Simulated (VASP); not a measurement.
Here is a VASP 6.6.1 calculation.

The input INCAR:

```
PREC = Accurate
ENCUT = 520
EDIFF = 1E-7
ISMEAR = -1
SIGMA = 0.02
LREAL = F
LASPH = T
NELM = 60
ALGO = Normal
ISIF = 2
LWAVE = F
LCHARG = F
GGA = PE
NBANDS = 16
```

The input KPOINTS:

```
regular mesh
0
Gamma
  6 6 6
```

POSCAR

```
CdTe
1.0
    0.0000000000      3.3783537697      3.1395730162
    3.3783537697      0.0000000000      3.1395730162
    3.3783537697      3.3783537697      0.0000000000
Cd Te
1 1
Direct
    0.0000000000      0.0000000000      0.0000000000
    0.2500000000      0.2500000000      0.2500000000
```

Potentials or basis: VASP PAW PBE potentials, release 64 (Cd, Te).

Run with:

```sh
$ cat potpaw_PBE.64/Cd/POTCAR potpaw_PBE.64/Te/POTCAR > POTCAR
$ mpirun -np 1 vasp_std > vasp.out
```

**Question.** Predict the band gap on the k mesh.

**Answer.** 0.47 eV, direct.

**Question.** Predict the pressure.

**Answer.** 0.4 GPa.

Stress tensor (GPa, compression positive):
```
0.10 0.00 0.00
0.00 0.10 0.00
0.00 0.00 1.13
```

Caveat: the cell differs from its parent crystal (epitaxial xy strain +3.0%); spin-orbit coupling is left out, which moves the levels of the heavy elements.
